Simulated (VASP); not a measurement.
Write the native input for VASP 6.6.1 that does the following.

| Item | Value |
| --- | --- |
| Task | single point |
| Functional | LDA |
| Potentials or basis | VASP PAW LDA potentials, release 64 (Sr_sv, O) |
| Cutoff | 520 eV |
| k mesh | 9 × 9 × 4 |
| Occupations | gaussian, width 0.05 eV |
| Spin | no spin polarisation |
| Dipole correction | no |
| Further INCAR settings | ALGO = Normal; EDIFF = 1e-06; NBANDS = 24 |

The structure of SrO lies in POSCAR:

```
SrO
1.0
    3.8276635626      0.0000000000      0.0000000000
   -1.9138317813      3.3148538824      0.0000000000
    0.0000000000      0.0000000000      5.3579101492
Sr O
2 2
Direct
    0.3333333333      0.6666666667      0.2500000000
    0.6666666667      0.3333333333      0.7500000000
    0.0000000000      0.0000000000      0.0000000000
    0.0000000000      0.0000000000      0.5000000000
```

This cell differs from its parent crystal: ratio of the length along z to the lengths across it x 0.8, volume and fractional coordinates fixed.

One way to write it, as run:

INCAR

```
SYSTEM = SrO
PREC = Accurate ; ENCUT = 520
EDIFF = 1E-6 ; ISMEAR = 0
SIGMA = 0.05 ; LREAL = .False.
LASPH = .True. ; NELM = 60
ALGO = Normal ; ISIF = 2
LWAVE = .False. ; LCHARG = .True.
LELF = .True. ; LVHAR = .True.
NBANDS = 24
```

KPOINTS

```
Automatic mesh
0
Gamma
  9 9 4
  0 0 0
```

Potentials or basis: VASP PAW LDA potentials, release 64 (Sr_sv, O).

The run is started by

```bash
$ cat potpaw_LDA.64/Sr_sv/POTCAR potpaw_LDA.64/O/POTCAR > POTCAR
$ mpirun -np 1 vasp_std > vasp.out
```

It gave:

The pressure is -3.6 GPa and the band gap on the k mesh is 0.96 eV, direct.

Wall time 88 s on 1 thread of AMD EPYC 7571, on a shared host, peak memory 0.15 GiB.
